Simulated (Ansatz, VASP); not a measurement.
# NaF in VASP and in Ansatz

```
Na F
1.0
     0.00000    2.29717    2.29717
     2.22825    0.00000    2.29717
     2.22825    2.29717    0.00000
Na F
1 1
Direct
  0.00000 0.00000 0.00000
  0.50000 0.50000 0.50000
```

Change from the starting cell: uniaxial_x strain -3.0%.

Alike in both runs: task single point; functional HSE06; k mesh 6 × 6 × 6; no spin polarisation.

|  | VASP | Ansatz |
| --- | --- | --- |
| version | VASP 6.6.1 | Ansatz 0.2.0 |
| potentials or method | VASP PAW PBE potentials, release 64 (Na_pv, F) | plane waves, PAW |
| plane-wave cutoff (eV) | 520 | 420 |
| occupations | gaussian, width 0.01 eV | fixed |
| valence electrons in the cell | 14 | 16 |

```tsv
	VASP	Ansatz	Ansatz less VASP
gap on the k mesh at the Fermi level (eV)	8.79	8.82	+0.033
pressure (GPa)	3.7	3.5	-0.19
traceless stress, the component that is largest in VASP (GPa)	2.41	2.30	-0.107
```

VASP's potentials hold 14 valence electrons a cell and Ansatz's 16, so a difference there can come from the potentials and not from the codes. Ansatz's warnings: stress exchange threshold loose, stress scf threshold loose.
